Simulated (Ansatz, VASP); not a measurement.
**Ta: VASP beside Ansatz**

Contents of INCAR:

```
PREC     = Accurate       # precision mode
ENCUT    = 500            # plane-wave cutoff, eV
EDIFF    = 1E-7           # SCF threshold, eV
ISMEAR   = -1             # smearing method
SIGMA    = 0.05           # smearing width, eV
LREAL    = False          # projectors in reciprocal space
LASPH    = True           # aspherical terms in the spheres
NELM     = 120            # most SCF steps
ALGO     = Normal         # electronic algorithm
ISIF     = 3              # what is computed and relaxed
LWAVE    = False          # write WAVECAR
LCHARG   = False          # write CHGCAR
IBRION   = 2              # ionic algorithm
NSW      = 60             # ionic steps
EDIFFG   = -0.005         # ionic threshold
GGA_COMPAT= False        
NELMIN   = 4
```

The input KPOINTS:

```
Automatic mesh
0
Gamma
  14 14 14
```

Contents of POSCAR:

```
Ta
1.0
    2.6509155493      0.0000000000      0.0000000000
    0.0000000000      2.6509155493      0.0000000000
    0.0000000000      0.0000000000      2.6509155493
Ta
1
Direct
    0.0000000000      0.0000000000      0.0000000000
```

Input for Ansatz:

```yaml
crystal:
  lattice:
    - [2.6509155493, 0.0, 0.0]
    - [0.0, 2.6509155493, 0.0]
    - [0.0, 0.0, 2.6509155493]
  atoms:
    - { symbol: Ta, position: [0.0, 0.0, 0.0] }
kpoints:
  mp_grid: { grid: [14, 14, 14] }
scf:
  occupations: { method: fermi_dirac, width: 0.05 }
hamiltonian:
  xc: lda
  pseudopotentials: { kind: paw }
output:
  forces: true
  stress: true
relax:
  f_tol: 0.005
  max_steps: 40
  cell: {}
```

Alike in both runs: task relaxation of cell and atoms; functional LDA; k mesh 14 × 14 × 14; occupations fermi-dirac, width 0.05 eV; no spin polarisation.

|  | VASP | Ansatz |
| --- | --- | --- |
| version | VASP 6.6.1 | Ansatz 0.2.0 |
| potentials or method | VASP PAW LDA potentials, release 64 (Ta_sv_GW) | PAW with Ansatz's default frozen-core files, scalar-relativistic |
| plane-wave cutoff (eV) | 500 | 420 |
| valence electrons in the cell | 13 | 13 |

Ansatz gave:

- relaxed volume (Å³/atom): 19.31
- relaxed length of the cell vector where the two differ most in proportion (Å): 2.683

Q: What did VASP give for the same quantities?

A: Relaxed volume (Å³/atom): 19.22; relaxed length of the cell vector where the two differ most in proportion (Å): 2.679.

LDA's correlation is that of Perdew and Zunger in VASP and of Perdew and Wang (1992) in Ansatz.

Spin-orbit coupling is off throughout.
